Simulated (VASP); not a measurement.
A run of VASP 6.6.1 is set up as follows.

The input INCAR:

```
ALGO = Normal ; EDIFF = 1E-6
EDIFFG = -0.005 ; ENCUT = 600
GGA = PE ; IBRION = 2
ISIF = 3 ; ISMEAR = -1
LASPH = T ; LCHARG = F
LREAL = F ; LWAVE = F
NELM = 60 ; NSW = 32
PREC = Accurate ; PSTRESS = -1.7999999999999998
SIGMA = 0.1
```

KPOINTS

```
k-points
0
Gamma
  17 17 17
```

POSCAR

```
V
1.0
   -2.3292822858      2.3292822858      1.2930401303
    2.3292822858     -2.3292822858      1.2930401303
    2.3292822858      2.3292822858     -1.2930401303
V
2
Direct
   -0.3750000000     -0.1250000000     -0.2500000000
    0.3750000000      0.1250000000      0.2500000000
```

Potentials or basis: VASP PAW PBE potentials, release 64 (V_sv).

The run is started by

```bash
$ cat potpaw_PBE.64/V_sv/POTCAR > POTCAR
$ mpirun -np 1 vasp_std > vasp.out
```

Q: What does it give for the space group after relaxing (to 0.05 Å)?

A: I4_1/amd (No. 141).

Q: Predict the band gap on the k mesh.

A: Zero (band 13 reaches 9.97 eV, above the bottom of band 14 at 9.06 eV).

Q: What does it give for the relaxed cell?

A: a = 3.541 Å, b = 3.541 Å, c = 3.541 Å, α = 97.66°, β = 97.66°, γ = 137.16°.

Q: What does it give for the relaxed volume?

A: 14.05 Å³/atom.

Final structure:
```cif
data_structure
_symmetry_space_group_name_H-M 'P 1'
_symmetry_Int_Tables_number 1
_cell_length_a 3.5413
_cell_length_b 3.5413
_cell_length_c 3.5413
_cell_angle_alpha 97.664
_cell_angle_beta 97.664
_cell_angle_gamma 137.163
_cell_volume 28.11
loop_
_atom_site_label
_atom_site_type_symbol
_atom_site_fract_x
_atom_site_fract_y
_atom_site_fract_z
_atom_site_occupancy
V1 V 0.62500 0.87500 0.75000 1
V2 V 0.37500 0.12500 0.25000 1
```

Caveat: the cell is relaxed towards a set pressure, so the enthalpy falls and the energy may rise.
